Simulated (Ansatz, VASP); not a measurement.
**Pt: VASP beside Ansatz**

The input INCAR:

```
PREC = Accurate
ENCUT = 520
EDIFF = 1E-6
ISMEAR = 0
SIGMA = 0.05
LREAL = False
LASPH = True
NELM = 80
ALGO = Normal
ISIF = 2
LWAVE = False
LCHARG = False
GGA = CA
NBANDS = 11
```

KPOINTS

```
regular mesh
0
Gamma
  18 18 18
```

POSCAR

```
Pt
1.0
    0.0000000000      1.9600000000      1.9600000000
    1.9600000000      0.0000000000      1.9600000000
    1.9600000000      1.9600000000      0.0000000000
Pt
1
Direct
    0.0000000000      0.0000000000      0.0000000000
```

Input for Ansatz:

```yaml
crystal:
  lattice:
    - [0.0, 1.96, 1.96]
    - [1.96, 0.0, 1.96]
    - [1.96, 1.96, 0.0]
  atoms:
    - { symbol: Pt, position: [0.0, 0.0, 0.0] }
basis:
  ecutwfc: 600
  ecutrho_ratio: 5
kpoints:
  mp_grid: { grid: [18, 18, 18] }
hamiltonian:
  xc: lda
scf:
  occupations: { method: gaussian, width: 0.05 }
output:
  forces: true
  stress: true
  eigenvalues: true
```

Alike in both runs: task single point; functional LDA; k mesh 18 × 18 × 18; occupations gaussian, width 0.05 eV; no spin polarisation.

```csv
,VASP,Ansatz
version,VASP 6.6.1,Ansatz 0.2.0
potentials or method,"VASP PAW LDA potentials, release 64 (Pt), cutoff 520 eV","scalar-relativistic, plane waves, PAW"
valence electrons in the cell,10,18
```

```csv
,VASP,Ansatz,Ansatz less VASP
pressure (GPa),-5.2,-6.0,-0.71
```

LDA's correlation is that of Perdew and Zunger in VASP and of Perdew and Wang (1992) in Ansatz. VASP's potentials hold 10 valence electrons a cell and Ansatz's 18, so a difference there can come from the potentials and not from the codes.

Neither program's run includes spin-orbit coupling.
